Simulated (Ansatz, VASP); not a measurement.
# AlRu in VASP and in Ansatz

```
CELL_PARAMETERS angstrom
-2.97641 0.00000 -2.97641
0.00000 -2.97641 -2.97641
-2.97641 -2.97641 0.00000
ATOMIC_POSITIONS crystal
Al 0.00000 0.00000 0.00000
Al 0.50000 0.50000 0.50000
Ru 0.30040 0.19960 0.30040
Ru 0.69960 0.80040 0.69960
```

Change from the starting cell: mode 4 (187.9 1/cm) frozen in, largest displacement -0.300 Å.

Alike in both runs: task single point; functional PBEsol; k mesh 18 × 18 × 18; occupations gaussian, width 0.15 eV; no spin polarisation.

|  | VASP | Ansatz |
| --- | --- | --- |
| version | VASP 6.6.1 | Ansatz 0.2.0 |
| potentials or method | VASP PAW PBE potentials, release 64 (Al, Ru_pv), cutoff 520 eV | scalar-relativistic, plane waves, PAW |
| valence electrons in the cell | 34 | 38 |

Ansatz gave:

- gap on the k mesh at the Fermi level (eV): none
- pressure (GPa): 17.2
- traceless stress, the component that is largest in VASP (GPa): 13.47
- rms of the force components (eV/Å): 2.672

Task: What did VASP give for the same quantities?

Result: gap on the k mesh at the Fermi level (eV): none; pressure (GPa): 17.5; traceless stress, the component that is largest in VASP (GPa): 13.51; rms of the force components (eV/Å): 2.697.

VASP's potentials were made for PBE, not for PBEsol. Atom by atom the forces differ by 0.025 eV/Å (rms over components). A gap of «none» marks a metal or a gap that the smearing closes. The functional is the same, so the differences come from potentials, cutoffs and numerics. VASP's potentials hold 34 valence electrons a cell and Ansatz's 38, so a difference there can come from the potentials and not from the codes.
